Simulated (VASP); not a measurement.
# Ge (Cmme) in VASP: single point with PBE

Aim: the single point of Ge with PBE.

All numbers are computed with VASP 6.6.1; they aren't measurements. Logs are shortened: lines on timing, memory, paths and dates and some standing lists are left out, and cuts for length are marked.

**1. The cell of the first run**

It takes space group Cmme (No. 67, orthorhombic). Conventional cell: a = 4.411 Å, b = 7.747 Å, c = 4.176 Å, α = 90.00°, β = 90.00°, γ = 90.00°. Ge (site symmetry mm2) has 10 Ge at 2.44 to 3.32 Å within 3.4 Å. Within 2.9 Å of Ge (site symmetry 2/m) lie 4 Ge at 2.21 to 2.44 Å.

The cell was generated, and may not be a known phase.

**2. Single point, PBE**

INCAR reads:

```
PREC = Accurate ; ENCUT = 520
EDIFF = 1E-6 ; ISMEAR = 0
SIGMA = 0.1 ; LREAL = False
LASPH = True ; NELM = 100
ALGO = Normal ; ISIF = 2
LWAVE = False ; LCHARG = False
GGA = PE ; NBANDS = 36
```

KPOINTS reads:

```
Automatic mesh
0
Gamma
  4 4 4
```

POSCAR reads:

```
Ge
1.0
    2.2054111200     -3.8733082700      0.0000000000
    2.2054111200      3.8733082700      0.0000000000
    0.0000000000      0.0000000000      4.1764507600
Ge
4
Direct
    0.7500000000      0.2500000000      0.3554073800
    0.2500000000      0.7500000000      0.6445926200
    0.0000000000      0.0000000000      0.0000000000
    0.5000000000      0.5000000000      0.0000000000
```

Potentials or basis: VASP PAW PBE potentials, release 64 (Ge_d).

On the command line:

```console
$ cat potpaw_PBE.64/Ge_d/POTCAR > POTCAR
$ mpirun -np 1 vasp_std > vasp.out
```

OUTCAR:

```text
PREC = Accurate
   ENCUT = 520
   EDIFF = 1E-6
   ISMEAR = 0
   LREAL = False
   LASPH = True
   NELM = 100
   ISIF = 2
   GGA = PE

 ion  position               nearest neighbor table
   1  0.750  0.250  0.355-   3 2.44   4 2.44   2 2.51   2 2.51
   2  0.250  0.750  0.645-   3 2.44   4 2.44   1 2.51   1 2.51
   3  0.000  0.000  0.000-   4 2.21   4 2.21   1 2.44   2 2.44
   4  0.500  0.500  0.000-   3 2.21   3 2.21   1 2.44   2 2.44

  LATTYP: Found a base centered orthorhombic cell.
 ALAT       =     4.4108222400
 B/A-ratio  =     1.7562749344
 C/A-ratio  =     0.9468644468

  Lattice vectors:

 A1 = (   2.2054111200,  -3.8733082700,   0.0000000000)
 A2 = (   2.2054111200,   3.8733082700,   0.0000000000)
 A3 = (   0.0000000000,   0.0000000000,   4.1764507600)

Analysis of symmetry for initial positions (statically):
=====================================================================
 Subroutine PRICEL returns:
 Original cell was already a primitive cell.

 Routine SETGRP: Setting up the symmetry group for a
 base centered orthorhombic supercell.

 Subroutine GETGRP returns: Found  8 space group operations
 (whereof  4 operations were pure point group operations)
 out of a pool of  8 trial point group operations.

The static configuration has the point symmetry C_2h.
 The point group associated with its full space group is D_2h.

Analysis of symmetry for dynamics (positions and initial velocities):
=====================================================================
 Subroutine PRICEL returns:
 Original cell was already a primitive cell.

 Routine SETGRP: Setting up the symmetry group for a
 base centered orthorhombic supercell.

 Subroutine GETGRP returns: Found  8 space group operations
 (whereof  4 operations were pure point group operations)
 out of a pool of  8 trial point group operations.

The dynamic configuration has the point symmetry C_2h.
 The point group associated with its full space group is D_2h.

 Subroutine INISYM returns: Found  8 space group operations
 (whereof  4 operations are pure point group operations),
 and found     1 'primitive' translations

----------------------------------------------------------------------------------------

                                     Primitive cell

  volume of cell :      71.3525

  direct lattice vectors                    reciprocal lattice vectors
     2.205411120 -3.873308270  0.000000000     0.226715099 -0.129088615  0.000000000
     2.205411120  3.873308270  0.000000000     0.226715099  0.129088615  0.000000000
     0.000000000  0.000000000  4.176450760     0.000000000  0.000000000  0.239437756

  length of vectors
     4.457168963  4.457168963  4.176450760     0.260890028  0.260890028  0.239437756

  position of ions in fractional coordinates (direct lattice)
     0.750000000  0.250000000  0.355407380
     0.250000000  0.750000000  0.644592620
     0.000000000  0.000000000  0.000000000
     0.500000000  0.500000000  0.000000000

  ion indices of the primitive-cell ions
   primitive index   ion index
                 1           1
                 2           2
                 3           3
                 4           4

----------------------------------------------------------------------------------------

 KPOINTS: Automatic mesh

Automatic generation of k-mesh.
 Grid dimensions read from file:
 generate k-points for:    4    4    4

 Generating k-lattice:

  Cartesian coordinates                     Fractional coordinates (reciprocal lattice)
     0.056678775 -0.032272154  0.000000000     0.250000000  0.000000000  0.000000000
     0.056678775  0.032272154  0.000000000     0.000000000  0.250000000  0.000000000
     0.000000000  0.000000000  0.059859439     0.000000000  0.000000000  0.250000000

  Length of vectors
     0.065222507  0.065222507  0.059859439

  Shift w.r.t. Gamma in fractional coordinates (k-lattice)
     0.000000000  0.000000000  0.000000000

 Subroutine IBZKPT returns following result:
 ===========================================

 Found     21 irreducible k-points:

 Following reciprocal coordinates:
            Coordinates               Weight
  0.000000  0.000000  0.000000      1.000000
  0.250000  0.000000  0.000000      4.000000
  0.500000  0.000000  0.000000      2.000000
  0.250000  0.250000  0.000000      2.000000
  0.500000  0.250000  0.000000      4.000000
 -0.250000  0.250000  0.000000      2.000000
[... 13 lines left out ...]
 -0.250000  0.250000  0.500000      2.000000
  0.500000  0.500000  0.500000      1.000000
   k-points           NKPTS =     21   k-points in BZ     NKDIM =     21   number of bands    NBANDS=     36
   number of dos      NEDOS =    301   number of ions     NIONS =      4
   total plane-waves  NPLWV =  41472
   dimension x,y,z NGX =    36 NGY =   36 NGZ =   32
   dimension x,y,z NGXF=    72 NGYF=   72 NGZF=   64
   ions per type =               4
   NGX,Y,Z   is equivalent  to a cutoff of  13.43, 13.43, 12.74 a.u.
   NGXF,Y,Z  is equivalent  to a cutoff of  26.85, 26.85, 25.48 a.u.
 SYSTEM =  unknown system
   PREC   = accura    normal or accurate (medium, high low for compatibility)
   ISTART =      0    job   : 0-new  1-cont  2-samecut
   ICHARG =      2    charge: 1-file 2-atom 10-const
   ISPIN  =      1    spin polarized calculation?
   LNONCOLLINEAR =      F non collinear calculations
   LSORBIT =      F    spin-orbit coupling
   LASPH  =      T    aspherical Exc in radial PAW
   ENCUT  =  520.0 eV  38.22 Ry    6.18 a.u.   8.29  8.29  7.77*2*pi/ulx,y,z
   NELM   =    100;   NELMIN=  2; NELMDL= -5     # of ELM steps
   EDIFF  = 0.1E-05   stopping-criterion for ELM
   LREAL  =      F    real-space projection
[... 7 lines left out ...]
   TEBEG  =    0.0;   TEEND  =   0.0 temperature during run
   PSTRESS=    0.0 pullay stress
   NELECT =      56.0000    total number of electrons
   NUPDOWN=      -1.0000    fix difference up-down
   EMIN   =  10.00;   EMAX   =-10.00  energy-range for DOS
   EFERMI =   0.00;   METHOD = LEGACY
   ISMEAR =     0;   SIGMA  =   0.10  broadening in eV -4-tet -1-fermi 0-gaus
   EFERMI_NEDOS =   21; number of points for ismear=-14 and -15
   IALGO  =     38    algorithm
   IMIX   =      4    mixing-type and parameters
     AMIX     =   0.40;   BMIX     =  1.00
     AMIX_MAG =   1.60;   BMIX_MAG =  1.00
  volume/ion in A,a.u.               =      17.84       120.38
  Fermi-wavevector in a.u.,A,eV,Ry     =   1.510084  2.853645 31.026106  2.280354
  Thomas-Fermi vector in A             =   2.620321
   LORBIT       =      0    0 simple, 1 ext, 2 COOP (PROOUT), +10 PAW based schemes
   GGA     = PE    functional components
   LHFCALC =     F    Hartree Fock is set to
   AEXX    =    0.0000 exact exchange contribution
   IVDW    =     0    specifies the selected vdW correction
   LEPSILON=     F    determine dielectric tensor
   LRPA    =     F    only Hartree local field effects (RPA)
 non-spin polarized calculation
 Gauss-broadening in eV      SIGMA  =   0.10
  energy-cutoff  :      520.00
  volume of cell :       71.35
 maximum number of plane-waves:      1940
 NGX is ok and might be reduce to    36
   NGX = 17   NGY = 17   NGZ = 15

 number of electron      56.0000007 magnetization

 Free energy of the ion-electron system (eV)
  ---------------------------------------------------
  ext. energy  EPLUGINS =         0.00000000
  ---------------------------------------------------
  free energy    TOTEN  =       -14.86939507 eV

  energy without entropy =      -14.85676672  energy(sigma->0) =      -14.86308089

 E-fermi :   7.3123     XC(G=0): -11.3711

 val. band max:        7.2676093243   @ k =   0.2500   0.0000   0.2500
 cond. band min:       7.3232897411   @ k =   0.2500   0.2500   0.5000
 fundamental gap:      0.0556804168
 Fermi energy:         7.3122995118

 k-point     1 :       0.0000    0.0000    0.0000
  band No.  band energies     occupation
      1     -18.2697      2.00000
      2     -17.8886      2.00000
      3     -17.8789      2.00000
      4     -17.8003      2.00000
      5     -17.7180      2.00000
      6     -17.6946      2.00000
[... 28 lines left out ...]
     35      13.0200      0.00000
     36      13.0945      0.00000

 k-point     2 :       0.2500    0.0000    0.0000
  band No.  band energies     occupation
      1     -18.1255      2.00000
      2     -17.8281      2.00000
      3     -17.8193      2.00000
      4     -17.7870      2.00000
      5     -17.7183      2.00000
      6     -17.6918      2.00000
[... 28 lines left out ...]
     35      12.7044      0.00000
     36      15.9434      0.00000

 k-point     3 :       0.5000    0.0000    0.0000
  band No.  band energies     occupation
      1     -17.7968      2.00000
      2     -17.7968      2.00000
      3     -17.7319      2.00000
      4     -17.7319      2.00000
      5     -17.6861      2.00000
      6     -17.6861      2.00000
[... 28 lines left out ...]
     35      13.2887      0.00000
     36      13.2887      0.00000

 k-point     4 :       0.2500    0.2500    0.0000
  band No.  band energies     occupation
      1     -17.8122      2.00000
      2     -17.7880      2.00000
      3     -17.7432      2.00000
      4     -17.7145      2.00000
      5     -17.6871      2.00000
      6     -17.6857      2.00000
[... 28 lines left out ...]
     35      14.1128      0.00000
     36      14.9805      0.00000

 k-point     5 :       0.5000    0.2500    0.0000
  band No.  band energies     occupation
      1     -18.1250      2.00000
      2     -17.8270      2.00000
      3     -17.8163      2.00000
      4     -17.7561      2.00000
      5     -17.7411      2.00000
      6     -17.6590      2.00000
[... 538 lines left out ...]
 k-point    19 :       0.5000    0.2500    0.5000
  band No.  band energies     occupation
      1     -18.1259      2.00000
      2     -17.8245      2.00000
      3     -17.8174      2.00000
      4     -17.7536      2.00000
      5     -17.7369      2.00000
      6     -17.6538      2.00000
[... 28 lines left out ...]
     35      14.9735      0.00000
     36      17.0182      0.00000

 k-point    20 :      -0.2500    0.2500    0.5000
  band No.  band energies     occupation
      1     -18.2690      2.00000
      2     -17.8854      2.00000
      3     -17.8808      2.00000
      4     -17.7701      2.00000
      5     -17.7192      2.00000
      6     -17.6729      2.00000
[... 28 lines left out ...]
     35      15.7861      0.00000
     36      16.7106      0.00000

 k-point    21 :       0.5000    0.5000    0.5000
  band No.  band energies     occupation
      1     -18.2696      2.00000
      2     -17.8824      2.00000
      3     -17.8755      2.00000
      4     -17.7564      2.00000
      5     -17.7389      2.00000
      6     -17.6505      2.00000
[... 28 lines left out ...]
     35      14.8114      0.00000
     36      15.6084      0.00000

------------------------ aborting loop because EDIFF is reached ----------------------------------------

  FORCE on cell =-STRESS in cart. coord.  units (eV):
  Direction    XX          YY          ZZ          XY          YZ          ZX
  --------------------------------------------------------------------------------------
  -------------------------------------------------------------------------------------
  Total       20.5618290      7.6990559      3.8476511      0.0000000      0.0000000      0.0000000
  in kB      461.7036863    172.8777376     86.3967244      0.0000000      0.0000000      0.0000000
  external PRESSURE =     240.3260494 kB  Pullay stress =       0.0000000 kB

 VOLUME and BASIS-vectors are now :
 -----------------------------------------------------------------------------
  energy-cutoff  :      520.00
  volume of cell :       71.35
      direct lattice vectors                 reciprocal lattice vectors
     2.205411120 -3.873308270  0.000000000     0.226715099 -0.129088615  0.000000000
     2.205411120  3.873308270  0.000000000     0.226715099  0.129088615  0.000000000
     0.000000000  0.000000000  4.176450760     0.000000000  0.000000000  0.239437756

 POSITION                                       TOTAL-FORCE (eV/Angst)
 -----------------------------------------------------------------------------------
      2.20541     -1.93665      1.48434         0.000000      0.000000      1.060071
      2.20541      1.93665      2.69211         0.000000      0.000000     -1.060071
      0.00000      0.00000      0.00000        -0.000000      0.000000      0.000000
      2.20541      0.00000      0.00000        -0.000000      0.000000      0.000000
 -----------------------------------------------------------------------------------
    total drift:                                0.000000      0.000000      0.000000

  FREE ENERGIE OF THE ION-ELECTRON SYSTEM (eV)
  ---------------------------------------------------
  free  energy   TOTEN  =       -14.8693950657 eV

  energy  without entropy=      -14.8567667150  energy(sigma->0) =      -14.86308089
```

Wall time 18 s (1 thread of Intel Xeon 6975P-C (Granite Rapids), shared host); peak memory 0.2 GiB.

What came out:

```
Free energy            : -14.8694 eV
Pressure               : 24.0 GPa
Largest force          : 1.060 eV/Å
Band gap on the k mesh : zero (bands 28 and 29 overlap by 1.35 eV)
```

Forces on the atoms (eV/Å):
```
Ge   0.000  0.000  1.060
Ge   0.000  0.000 -1.060
Ge   0.000  0.000  0.000
Ge   0.000  0.000  0.000
```

Caveat: the k points lie up to 0.41 Å⁻¹ apart, too coarse for converged energies and pressures of a metal; forces of over 1 eV/Å act on the atoms, so gaps and moduli don't describe the material at rest.

The gap in the log of VASP goes by the Fermi energy; the results here count the filled bands.